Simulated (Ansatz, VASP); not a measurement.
# Two plane-wave programs on Sc2SnS

The input INCAR:

```
SYSTEM = Sc2SnS
PREC = Accurate ; ENCUT = 520
EDIFF = 1E-6 ; ISMEAR = 0
SIGMA = 0.1 ; LREAL = .FALSE.
LASPH = .TRUE. ; NELM = 150
ALGO = Normal ; ISIF = 2
LWAVE = .FALSE. ; LCHARG = .FALSE.
ISPIN = 2 ; MAGMOM = 1 1 0 0
LORBIT = 11 ; LMAXMIX = 4
GGA = PE ; NBANDS = 33
```

The input KPOINTS:

```
regular mesh
0
G
  6 6 2
  0 0 0
```

The input POSCAR:

```
Sc2SnS
1.0
    3.5485612000      0.0000000000      0.0000000000
   -1.7742806000      3.0731441000      0.0000000000
    0.0000000000      0.0000000000      7.7114670000
Sc Sn S
2 1 1
Direct
    0.6666667000      0.3333333000      0.2910570000
    0.6666667000      0.3333333000      0.7089430000
    0.0000000000      0.0000000000      0.0000000000
    0.3333333000      0.6666667000      0.5000000000
```

Input for Ansatz:

```yaml
crystal:
  lattice:
    - [3.5485612, 0.0, 0.0]
    - [-1.7742806, 3.0731441, 0.0]
    - [0.0, 0.0, 7.711467]
  atoms:
    - { symbol: Sc, position: [0.6666667, 0.3333333, 0.291057], spin: 1.0 }
    - { symbol: Sc, position: [0.6666667, 0.3333333, 0.708943], spin: 1.0 }
    - { symbol: Sn, position: [0.0, 0.0, 0.0] }
    - { symbol: S, position: [0.3333333, 0.6666667, 0.5] }
basis:
  ecutwfc: 420
kpoints:
  mp_grid: { grid: [6, 6, 2] }
hamiltonian:
  xc: pbe
scf:
  occupations: { method: gaussian, width: 0.1 }
  lower_state_search: "off"
output:
  forces: true
  stress: true
  eigenvalues: true
  populations: true
magnetization:
  spin_polarized: true
```

Change from the starting cell: relaxed end of: species swapped into the BiPt2Pb type (P-6m2, No. 187).

Alike in both runs: task single point; functional PBE; k mesh 6 × 6 × 2; occupations gaussian, width 0.1 eV; collinear spin.

|  | VASP | Ansatz |
| --- | --- | --- |
| version | VASP 6.6.1 | Ansatz 0.2.0 |
| potentials or method | VASP PAW PBE potentials, release 64 (Sc_sv, Sn_d, S), cutoff 520 eV | scalar-relativistic, plane waves, PAW |
| valence electrons in the cell | 42 | 42 |

|  | VASP | Ansatz | Ansatz less VASP |
| --- | --- | --- | --- |
| gap on the k mesh at the Fermi level (eV) | none | none | - |
| pressure (GPa) | 0.1 | -0.1 | -0.11 |
| traceless stress, the component that is largest in VASP (GPa) | 0.09 | 0.04 | -0.042 |
| rms of the force components (eV/Å) | 0.006 | 0.003 | -0.0026 |
| net moment per atom (μB) | 0.00 | 0.00 | -0.001 |

Atom by atom the forces differ by 0.009 eV/Å (rms over components). A gap of «none» marks a metal or a gap that the smearing closes. With one functional, cell and mesh, what is left measures potentials, basis and numerics. Ansatz's warnings: seeded moment not kept.

The k mesh is coarse, so the values compare programs but aren't converged.
